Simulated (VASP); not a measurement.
Here is a VASP 6.6.1 calculation.

INCAR

```
SYSTEM = Be
PREC = Accurate ; ENCUT = 600
EDIFF = 1E-6 ; ISMEAR = 0
SIGMA = 0.1 ; LREAL = .FALSE.
LASPH = .TRUE. ; NELM = 80
ALGO = Normal ; ISIF = 3
LWAVE = .FALSE. ; LCHARG = .FALSE.
GGA = PE ; IBRION = 2
NSW = 80 ; EDIFFG = -0.05
PSTRESS = 479.0
```

Contents of KPOINTS:

```
Automatic mesh
0
G
  12 12 6
  0 0 0
```

Contents of POSCAR:

```
Be
1.0
    2.0765397040      0.0000000000      0.0000000000
   -1.0382698520      1.7983361356      0.0000000000
    0.0000000000      0.0000000000      3.2813305384
Be
2
Direct
    0.3333333333      0.6666666667      0.2500000000
    0.6666666667      0.3333333333      0.7500000000
```

Potentials or basis: VASP PAW PBE potentials, release 64 (Be).

The run is started by

```sh
$ cat potpaw_PBE.64/Be/POTCAR > POTCAR
$ mpirun -np 1 vasp_std > vasp.out
```

Task: Estimate the relaxed volume.

Result: 6.14 Å³/atom.

Task: Estimate the relaxed cell.

Result: a = 2.073 Å, b = 2.073 Å, c = 3.297 Å, α = 90.00°, β = 90.00°, γ = 120.00°.

Task: Predict the space group after relaxing (to 0.05 Å).

Result: P6_3/mmc (No. 194).

Task: What does it give for the band gap on the k mesh?

Result: Zero (band 2 reaches 10.19 eV, above the bottom of band 3 at 8.02 eV).

Final structure:
```
Be
1.0
     2.07298    0.00000    0.00000
    -1.03649    1.79526    0.00000
     0.00000    0.00000    3.29724
Be
2
Direct
  0.33333 0.66667 0.25000
  0.66667 0.33333 0.75000
```

Caveat: the cell is relaxed towards a set pressure, so the enthalpy falls and the energy may rise.
